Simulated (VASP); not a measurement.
# Sc (Pm-3m) in VASP: notebook

Sc is run at these levels: revPBE; tasks: single point.

Program: VASP 6.6.1. These are calculated values, not measurements. Logs are shortened: lines on timing, memory, paths and dates and some standing lists are left out, and cuts for length are marked.

**1. The cell of the first run**

The structure is cubic, space group Pm-3m (No. 221). Conventional cell: a = 3.048 Å, b = 3.048 Å, c = 3.048 Å, α = 90.00°, β = 90.00°, γ = 90.00°. Within 4.0 Å of Sc (site symmetry m-3m) lie 6 Sc at 3.05 Å.

**2. Single point, revPBE (volume scaled by 1.04)**

INCAR

```
  PREC = Accurate
  ENCUT = 520
  EDIFF = 1E-7
  ISMEAR = -1
  SIGMA = 0.1
  LREAL = F
  LASPH = T
  NELM = 80
  ALGO = Normal
  ISIF = 2
  LWAVE = F
  LCHARG = F
  GGA = RE
  NBANDS = 12
```

KPOINTS

```
regular mesh
0
Gamma
  12 12 12
```

POSCAR

```
Sc
1.0
    3.0477660293      0.0000000000      0.0000000000
    0.0000000000      3.0477660293      0.0000000000
    0.0000000000      0.0000000000      3.0477660293
Sc
1
Direct
    0.0000000000      0.0000000000      0.0000000000
```

Potentials or basis: VASP PAW PBE potentials, release 64 (Sc_sv).

Command:

```bash
cat potpaw_PBE.64/Sc_sv/POTCAR > POTCAR
mpirun -np 1 vasp_std > vasp.out
```

OUTCAR:

```text
PREC = Accurate
   ENCUT = 520
   EDIFF = 1E-7
   ISMEAR = -1
   LREAL = F
   LASPH = T
   NELM = 80
   ISIF = 2
   GGA = RE

 ion  position               nearest neighbor table
   1  0.000  0.000  0.000-

  LATTYP: Found a simple cubic cell.
 ALAT       =     3.0477660293

  Lattice vectors:

 A1 = (   3.0477660293,   0.0000000000,   0.0000000000)
 A2 = (   0.0000000000,   3.0477660293,   0.0000000000)
 A3 = (   0.0000000000,   0.0000000000,   3.0477660293)

Analysis of symmetry for initial positions (statically):
=====================================================================
 Subroutine PRICEL returns:
 Original cell was already a primitive cell.

 Routine SETGRP: Setting up the symmetry group for a
 simple cubic supercell.

 Subroutine GETGRP returns: Found 48 space group operations
 (whereof 48 operations were pure point group operations)
 out of a pool of 48 trial point group operations.

The static configuration has the point symmetry O_h .

Analysis of symmetry for dynamics (positions and initial velocities):
=====================================================================
 Subroutine PRICEL returns:
 Original cell was already a primitive cell.

 Routine SETGRP: Setting up the symmetry group for a
 simple cubic supercell.

 Subroutine GETGRP returns: Found 48 space group operations
 (whereof 48 operations were pure point group operations)
 out of a pool of 48 trial point group operations.

The dynamic configuration has the point symmetry O_h .

 Subroutine INISYM returns: Found 48 space group operations
 (whereof 48 operations are pure point group operations),
 and found     1 'primitive' translations

----------------------------------------------------------------------------------------

                                     Primitive cell

  volume of cell :      28.3103

  direct lattice vectors                    reciprocal lattice vectors
     3.047766029  0.000000000  0.000000000     0.328109176  0.000000000  0.000000000
     0.000000000  3.047766029  0.000000000     0.000000000  0.328109176  0.000000000
     0.000000000  0.000000000  3.047766029     0.000000000  0.000000000  0.328109176

  length of vectors
     3.047766029  3.047766029  3.047766029     0.328109176  0.328109176  0.328109176

  position of ions in fractional coordinates (direct lattice)
     0.000000000  0.000000000  0.000000000

  ion indices of the primitive-cell ions
   primitive index   ion index
                 1           1

----------------------------------------------------------------------------------------

 KPOINTS: regular mesh

Automatic generation of k-mesh.
 Grid dimensions read from file:
 generate k-points for:   12   12   12

 Generating k-lattice:

  Cartesian coordinates                     Fractional coordinates (reciprocal lattice)
     0.027342431  0.000000000  0.000000000     0.083333333  0.000000000  0.000000000
     0.000000000  0.027342431  0.000000000     0.000000000  0.083333333  0.000000000
     0.000000000  0.000000000  0.027342431     0.000000000  0.000000000  0.083333333

  Length of vectors
     0.027342431  0.027342431  0.027342431

  Shift w.r.t. Gamma in fractional coordinates (k-lattice)
     0.000000000  0.000000000  0.000000000

 Subroutine IBZKPT returns following result:
 ===========================================

 Found     84 irreducible k-points:

 Following reciprocal coordinates:
            Coordinates               Weight
  0.000000  0.000000  0.000000      1.000000
  0.083333  0.000000  0.000000      6.000000
  0.166667  0.000000  0.000000      6.000000
  0.250000  0.000000  0.000000      6.000000
  0.333333  0.000000  0.000000      6.000000
  0.416667  0.000000  0.000000      6.000000
[... 16 lines left out ...]
  0.333333  0.333333  0.000000     12.000000
  0.416667  0.333333  0.000000     24.000000
 [... further k-points ...]
   k-points           NKPTS =     84   k-points in BZ     NKDIM =     84   number of bands    NBANDS=     12
   number of dos      NEDOS =    301   number of ions     NIONS =      1
   total plane-waves  NPLWV =  13824
   dimension x,y,z NGX =    24 NGY =   24 NGZ =   24
   dimension x,y,z NGXF=    48 NGYF=   48 NGZF=   48
   ions per type =               1
   NGX,Y,Z   is equivalent  to a cutoff of  13.09, 13.09, 13.09 a.u.
   NGXF,Y,Z  is equivalent  to a cutoff of  26.18, 26.18, 26.18 a.u.
 SYSTEM =  unknown system
   PREC   = accura    normal or accurate (medium, high low for compatibility)
   ISTART =      0    job   : 0-new  1-cont  2-samecut
   ICHARG =      2    charge: 1-file 2-atom 10-const
   ISPIN  =      1    spin polarized calculation?
   LNONCOLLINEAR =      F non collinear calculations
   LSORBIT =      F    spin-orbit coupling
   LASPH  =      T    aspherical Exc in radial PAW
   ENCUT  =  520.0 eV  38.22 Ry    6.18 a.u.   5.67  5.67  5.67*2*pi/ulx,y,z
   NELM   =     80;   NELMIN=  2; NELMDL= -5     # of ELM steps
   EDIFF  = 0.1E-06   stopping-criterion for ELM
   LREAL  =      F    real-space projection
   EDIFFG = 0.1E-05   stopping-criterion for IOM
   NSW    =      0    number of steps for IOM
   IBRION =     -1    ionic relax: 0-MD 1-quasi-New 2-CG
   NFREE  =      0    steps in history (QN), initial steepest desc. (CG)
   ISIF   =      2    stress and relaxation
   ISYM   =      2    0-nonsym 1-usesym 2-fastsym
   POTIM  = 0.5000    time-step for ionic-motion
   TEBEG  =    0.0;   TEEND  =   0.0 temperature during run
   PSTRESS=    0.0 pullay stress
   NELECT =      11.0000    total number of electrons
   NUPDOWN=      -1.0000    fix difference up-down
   EMIN   =  10.00;   EMAX   =-10.00  energy-range for DOS
   EFERMI =   0.00;   METHOD = LEGACY
   ISMEAR =    -1;   SIGMA  =   0.10  broadening in eV -4-tet -1-fermi 0-gaus
   EFERMI_NEDOS =   21; number of points for ismear=-14 and -15
   IALGO  =     38    algorithm
   IMIX   =      4    mixing-type and parameters
     AMIX     =   0.40;   BMIX     =  1.00
     AMIX_MAG =   1.60;   BMIX_MAG =  1.00
  volume/ion in A,a.u.               =      28.31       191.05
  Fermi-wavevector in a.u.,A,eV,Ry     =   1.194604  2.257475 19.416597  1.427080
  Thomas-Fermi vector in A             =   2.330590
   LORBIT       =      0    0 simple, 1 ext, 2 COOP (PROOUT), +10 PAW based schemes
   GGA     = RE    functional components
   LHFCALC =     F    Hartree Fock is set to
   AEXX    =    0.0000 exact exchange contribution
   IVDW    =     0    specifies the selected vdW correction
   LEPSILON=     F    determine dielectric tensor
   LRPA    =     F    only Hartree local field effects (RPA)
 non-spin polarized calculation
  energy-cutoff  :      520.00
  volume of cell :       28.31
 maximum number of plane-waves:       784
 NGX is ok and might be reduce to    24
   NGX = 11   NGY = 11   NGZ = 11

 number of electron      11.0000005 magnetization

 Free energy of the ion-electron system (eV)
  ---------------------------------------------------
  ext. energy  EPLUGINS =         0.00000000
  ---------------------------------------------------
  free energy    TOTEN  =        -5.27100645 eV

  energy without entropy =       -5.17825868  energy(sigma->0) =       -5.22463257

 E-fermi :   3.1008     XC(G=0):  -9.1897

 val. band max:        3.0938494906   @ k =   0.3333   0.0000   0.0000
 cond. band min:       3.1024240268   @ k =   0.2500   0.1667   0.0000
 fundamental gap:      0.0085745363
 Fermi energy:         3.1008304774

 k-point     1 :       0.0000    0.0000    0.0000
  band No.  band energies     occupation
      1     -46.8503      2.00000
      2     -25.2293      2.00000
      3     -25.2293      2.00000
      4     -25.2293      2.00000
      5      -1.7510      2.00000
      6       2.6972      1.96528
      7       2.6972      1.96528
      8       6.5338      0.00000
      9       6.5338      0.00000
     10       6.5338      0.00000
     11      14.5826      0.00000
     12      14.5826      0.00000

 k-point     2 :       0.0833    0.0000    0.0000
  band No.  band energies     occupation
      1     -46.8473      2.00000
      2     -25.2565      2.00000
      3     -25.2270      2.00000
      4     -25.2270      2.00000
      5      -1.6199      2.00000
      6       2.7306      1.95186
      7       2.7699      1.92952
      8       6.4219      0.00000
      9       6.4219      0.00000
     10       6.5419      0.00000
     11      13.5855      0.00000
     12      14.8020      0.00000

 k-point     3 :       0.1667    0.0000    0.0000
  band No.  band energies     occupation
      1     -46.8392      2.00000
      2     -25.3304      2.00000
      3     -25.2208      2.00000
      4     -25.2208      2.00000
      5      -1.2389      2.00000
      6       2.8236      1.88231
      7       2.9559      1.61976
      8       6.1362      0.00000
      9       6.1362      0.00000
     10       6.5641      0.00000
     11      11.9016      0.00000
     12      15.4112      0.00000

 k-point     4 :       0.2500    0.0000    0.0000
  band No.  band energies     occupation
      1     -46.8280      2.00000
      2     -25.4299      2.00000
      3     -25.2122      2.00000
      4     -25.2122      2.00000
      5      -0.6436      2.00000
      6       2.9556      1.62072
      7       3.1497      0.76036
      8       5.7842      0.00000
      9       5.7842      0.00000
     10       6.5946      0.00000
     11      10.3693      0.00000
     12      16.3057      0.00000

 k-point     5 :       0.3333    0.0000    0.0000
  band No.  band energies     occupation
      1     -46.8167      2.00000
      2     -25.5280      2.00000
      3     -25.2036      2.00000
      4     -25.2036      2.00000
      5       0.1097      2.00000
      6       3.0938      1.03489
      7       3.1662      0.68439
      8       5.4660      0.00000
      9       5.4660      0.00000
     10       6.6253      0.00000
     11       9.2475      0.00000
     12      16.6526      0.00000
[... 228 lines left out ...]
      1     -46.7868      2.00000
      2     -25.5729      2.00000
      3     -25.3887      2.00000
      4     -25.1810      2.00000
      5       1.6031      2.00000
      6       2.7859      1.91778
      7       4.0621      0.00013
      8       5.3952      0.00000
      9       5.4264      0.00000
     10       6.0117      0.00000
     11       8.7681      0.00000
     12      13.3325      0.00000

 k-point    22 :       0.5000    0.2500    0.0000
  band No.  band energies     occupation
      1     -46.7839      2.00000
      2     -25.5981      2.00000
      3     -25.3857      2.00000
      4     -25.1787      2.00000
      5       2.0395      1.99995
      6       2.4694      1.99639
      7       4.0566      0.00014
      8       5.3246      0.00000
      9       5.6661      0.00000
     10       6.0257      0.00000
     11       8.3536      0.00000
     12      13.9884      0.00000

 k-point    23 :       0.3333    0.3333    0.0000
  band No.  band energies     occupation
      1     -46.7840      2.00000
      2     -25.4955      2.00000
      3     -25.4873      2.00000
      4     -25.1789      2.00000
      5       1.3959      2.00000
      6       2.9876      1.51250
      7       4.6497      0.00000
      8       5.0202      0.00000
      9       5.6175      0.00000
     10       5.7303      0.00000
     11       9.4454      0.00000
     12      11.9823      0.00000

 k-point    24 :       0.4167    0.3333    0.0000
  band No.  band energies     occupation
      1     -46.7759      2.00000
      2     -25.5599      2.00000
      3     -25.4824      2.00000
      4     -25.1728      2.00000
      5       1.7077      2.00000
      6       2.9283      1.69757
      7       4.8037      0.00000
      8       5.4696      0.00000
      9       5.5782      0.00000
     10       5.7297      0.00000
     11       8.6340      0.00000
     12      12.3316      0.00000

 [... further k-points ...]

------------------------ aborting loop because EDIFF is reached ----------------------------------------

  FORCE on cell =-STRESS in cart. coord.  units (eV):
  Direction    XX          YY          ZZ          XY          YZ          ZX
  --------------------------------------------------------------------------------------
  -------------------------------------------------------------------------------------
  Total       -0.2149793     -0.2149793     -0.2149793     -0.0000000      0.0000000      0.0000000
  in kB      -12.1664098    -12.1664098    -12.1664098     -0.0000000      0.0000000      0.0000000
  external PRESSURE =     -12.1664098 kB  Pullay stress =       0.0000000 kB

 VOLUME and BASIS-vectors are now :
 -----------------------------------------------------------------------------
  energy-cutoff  :      520.00
  volume of cell :       28.31
      direct lattice vectors                 reciprocal lattice vectors
     3.047766029  0.000000000  0.000000000     0.328109176  0.000000000  0.000000000
     0.000000000  3.047766029  0.000000000     0.000000000  0.328109176  0.000000000
     0.000000000  0.000000000  3.047766029     0.000000000  0.000000000  0.328109176

 POSITION                                       TOTAL-FORCE (eV/Angst)
 -----------------------------------------------------------------------------------
      0.00000      0.00000      0.00000         0.000000      0.000000      0.000000
 -----------------------------------------------------------------------------------
    total drift:                                0.000000      0.000000      0.000000

  FREE ENERGIE OF THE ION-ELECTRON SYSTEM (eV)
  ---------------------------------------------------
  free  energy   TOTEN  =        -5.2710064497 eV

  energy  without entropy=       -5.1782586832  energy(sigma->0) =       -5.22463257
```

Wall time 18 s (1 thread of Intel Xeon 6975P-C, shared host); peak memory 0.15 GiB.

Results:

| Item | Value |
| --- | --- |
| Free energy | -5.2710 eV |
| Pressure | -1.2 GPa |

Levels at points of the mesh, in eV from the Fermi level:
| k point | band 3 | band 4 | band 5 | band 6 | band 7 | band 8 |
| --- | --- | --- | --- | --- | --- | --- |
| (0.00, 0.00, 0.00) | -28.33 | -28.33 | -4.85 | -0.40 | -0.40 | 3.43 |
| (0.50, 0.00, 0.00) | -28.30 | -28.30 | -1.67 | -0.60 | 0.14 | 2.07 |
| (0.50, 0.50, 0.00) | -28.67 | -28.26 | -1.50 | 0.18 | 2.38 | 2.38 |
| (0.50, 0.50, 0.50) | -28.62 | -28.62 | -0.34 | -0.34 | -0.34 | 4.29 |

Caveat: the cell differs from its parent crystal (volume scaled by 1.04); the PAW data sets were made with another functional, which shifts forces and pressure a little.

**3. Single point, revPBE (volume scaled by 1.08)**

INCAR

```
SYSTEM = Sc
PREC = Accurate
ENCUT = 520
EDIFF = 1E-7
ISMEAR = -1
SIGMA = 0.1
LREAL = .FALSE.
LASPH = .TRUE.
NELM = 60
ALGO = Normal
ISIF = 2
LWAVE = .FALSE.
LCHARG = .FALSE.
GGA = RE
NBANDS = 12
```

KPOINTS

```
regular mesh
0
G
  12 12 12
  0 0 0
```

POSCAR

```
Sc
1.0
    3.0863494421      0.0000000000      0.0000000000
    0.0000000000      3.0863494421      0.0000000000
    0.0000000000      0.0000000000      3.0863494421
Sc
1
Direct
    0.0000000000      0.0000000000      0.0000000000
```

Potentials or basis: VASP PAW PBE potentials, release 64 (Sc_sv).

Command:

```bash
cat potpaw_PBE.64/Sc_sv/POTCAR > POTCAR
mpirun -np 1 vasp_std > vasp.out
```

Wall time 18 s (1 thread of Intel Xeon 6975P-C, shared host); peak memory 0.16 GiB.

Results (log left out):

| Property | Result |
| --- | --- |
| Free energy | -5.2595 eV |
| Pressure | -2.3 GPa |

Levels at points of the mesh, in eV from the Fermi level:
| k point | band 1 | band 2 | band 3 | band 4 | band 5 | band 6 | band 7 | band 8 | band 9 | band 10 |
| --- | --- | --- | --- | --- | --- | --- | --- | --- | --- | --- |
| (0.00, 0.00, 0.00) | -50.02 | -28.42 | -28.42 | -28.42 | -4.77 | -0.37 | -0.37 | 3.29 | 3.29 | 3.29 |
| (0.50, 0.00, 0.00) | -49.99 | -28.77 | -28.39 | -28.39 | -1.67 | -0.61 | 0.14 | 2.00 | 2.00 | 3.41 |
| (0.50, 0.50, 0.00) | -49.95 | -28.73 | -28.73 | -28.36 | -1.40 | 0.16 | 2.29 | 2.29 | 3.13 | 3.13 |
| (0.50, 0.50, 0.50) | -49.91 | -28.68 | -28.68 | -28.68 | -0.30 | -0.30 | -0.30 | 4.10 | 4.10 | 7.10 |

Caveat: the cell differs from its parent crystal (volume scaled by 1.08); the PAW data sets were made with another functional, which shifts forces and pressure a little.

**4. Single point, revPBE (volume scaled by 1.12)**

INCAR

```
SYSTEM = Sc
ALGO = Normal ; EDIFF = 1E-6
ENCUT = 520 ; GGA = RE
ISIF = 2 ; ISMEAR = -1
LASPH = .True. ; LCHARG = .False.
LREAL = .False. ; LWAVE = .False.
NBANDS = 12 ; NELM = 100
PREC = Accurate ; SIGMA = 0.1
```

KPOINTS

```
k-points
0
Gamma
  12 12 12
  0 0 0
```

POSCAR

```
Sc
1.0
    3.1239915598      0.0000000000      0.0000000000
    0.0000000000      3.1239915598      0.0000000000
    0.0000000000      0.0000000000      3.1239915598
Sc
1
Direct
    0.0000000000      0.0000000000      0.0000000000
```

Command:

```bash
cat potpaw_PBE.64/Sc_sv/POTCAR > POTCAR
mpirun -np 1 vasp_std > vasp.out
```

Wall time 17 s (1 thread of Intel Xeon 6975P-C, shared host); peak memory 0.15 GiB.

The run converged. Its results:

```yaml
Free_energy: -5.2413 eV
Pressure: -3.2 GPa
```

Levels at points of the mesh, in eV from the Fermi level:
| k point | band 2 | band 3 | band 4 | band 5 | band 6 | band 7 | band 8 | band 9 |
| --- | --- | --- | --- | --- | --- | --- | --- | --- |
| (0.00, 0.00, 0.00) | -28.51 | -28.51 | -28.51 | -4.69 | -0.34 | -0.34 | 3.16 | 3.16 |
| (0.50, 0.00, 0.00) | -28.82 | -28.48 | -28.48 | -1.66 | -0.61 | 0.15 | 1.94 | 1.94 |
| (0.50, 0.50, 0.00) | -28.78 | -28.78 | -28.46 | -1.31 | 0.13 | 2.21 | 2.21 | 3.00 |
| (0.50, 0.50, 0.50) | -28.74 | -28.74 | -28.74 | -0.26 | -0.26 | -0.26 | 3.93 | 3.93 |

Caveat: the cell differs from its parent crystal (volume scaled by 1.12); the PAW data sets were made with another functional, which shifts forces and pressure a little.

**5. Single point, revPBE**

This run uses another cell than the first one, of 27.22 Å³/atom, 0.962 times its volume.

INCAR

```
SYSTEM = Sc
PREC = Accurate ; ENCUT = 520
EDIFF = 1E-6 ; ISMEAR = -1
SIGMA = 0.1 ; LREAL = .FALSE.
LASPH = .TRUE. ; NELM = 100
ALGO = Normal ; ISIF = 2
LWAVE = .FALSE. ; LCHARG = .FALSE.
GGA = RE ; NBANDS = 12
```

KPOINTS

```
Automatic mesh
0
G
  17 17 17
  0 0 0
```

POSCAR

```
Sc
1.0
    3.0081801717      0.0000000000      0.0000000000
    0.0000000000      3.0081801717      0.0000000000
    0.0000000000      0.0000000000      3.0081801717
Sc
1
Direct
    0.0000000000      0.0000000000      0.0000000000
```

Command:

```bash
cat potpaw_PBE.64/Sc_sv/POTCAR > POTCAR
mpirun -np 1 vasp_std > vasp.out
```

It took 26 s on 1 thread of Intel Xeon 6975P-C, shared host; peak memory 0.17 GiB.

Results (log left out):

- Free energy: -5.2749 eV
- Pressure: 0.0 GPa

Levels at points of the mesh, in eV from the Fermi level:
| k point | band 3 | band 4 | band 5 | band 6 | band 7 | band 8 |
| --- | --- | --- | --- | --- | --- | --- |
| (0.00, 0.00, 0.00) | -28.23 | -28.23 | -4.94 | -0.44 | -0.44 | 3.58 |

Caveat: the PAW data sets were made with another functional, which shifts forces and pressure a little.

**6. The runs side by side**

| cell | k mesh | gap on the mesh (eV) | pressure (GPa) |
| --- | --- | --- | --- |
| a = 3.048 Å, 1 atom | 12 × 12 × 12 | none | -1.2 |
| a = 3.086 Å, 1 atom | 12 × 12 × 12 | none | -2.3 |
| a = 3.124 Å, 1 atom | 12 × 12 × 12 | none | -3.2 |
| a = 3.008 Å, 1 atom | 17 × 17 × 17 | none | 0.0 |

Alike in all rows: task single point; level revPBE; potentials or basis VASP PAW PBE potentials, release 64 (Sc_sv); no spin polarisation; cutoff (eV) 520; smearing fermi-dirac 0.1 eV.

Caveats: the PAW data sets were made with another functional, which shifts forces and pressure a little.

Absolute energies hang on the potentials; compare differences alone.
